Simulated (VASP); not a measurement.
Here is a VASP 6.6.1 calculation.

File INCAR:

```
  PREC = Accurate
  ENCUT = 1000
  EDIFF = 1E-6
  ISMEAR = -1
  SIGMA = 0.02
  LREAL = Auto
  LASPH = True
  NELM = 120
  ALGO = Normal
  ISIF = 2
  LWAVE = False
  LCHARG = False
  GGA = PE
  IVDW = 12
  NBANDS = 54
  GGA_COMPAT = False
```

File KPOINTS:

```
Automatic mesh
0
Gamma
  1 1 1
```

The input POSCAR:

```
CO
1.0
    7.7417530000      0.0000000000      0.0000000000
    0.0000000000      7.7417530000      0.0000000000
    0.0000000000      0.0000000000      7.7417530000
O C
8 8
Direct
    0.3600605703      0.5838729290      0.0386088267
    1.0776887354      0.7970546206      0.6846253039
    0.2693575990     -0.0353020821      0.2050569167
    0.0567700881      0.2392610562      0.7232857984
    0.6970772640     -0.0563179941      0.3685857712
    0.7108984231      0.0703458248      0.9001191332
    1.0286042451      0.5335354925      0.2018664248
    0.4242966677      0.6731550335      0.4508797943
    0.4977942334      0.6454997983      0.0167662285
    1.2023762577      0.7967962812      0.7576191077
    0.2026801940      0.0916071593      0.1668872670
    0.1950333471      0.2328800725      0.6929309163
    0.7858814405      0.0473148653      0.4218553601
    0.7278196553      0.2205831160      0.8811570196
    0.9115894036      0.5244031940      0.1273225844
    0.3670615686      0.5441532428      0.4137176683
```

Potentials or basis: VASP PAW PBE potentials, release 64 (O_h, C_h).

Command:

```sh
$ cat potpaw_PBE.64/O_h/POTCAR potpaw_PBE.64/C_h/POTCAR > POTCAR
$ mpirun -np 1 vasp_gam > vasp.out
```

Question: Estimate the largest force.

Answer: 8.310 eV/Å.

Question: What does it give for the pressure?

Answer: 0.9 GPa.

Question: Estimate the dispersion energy per atom.

Answer: -0.045 eV.

Stress tensor (GPa, compression positive):
```
 3.35 -0.45  1.56
-0.45 -2.05  0.55
 1.56  0.55  1.38
```

Caveat: the k points lie up to 0.81 Å⁻¹ apart, too coarse for converged energies, forces and pressures.
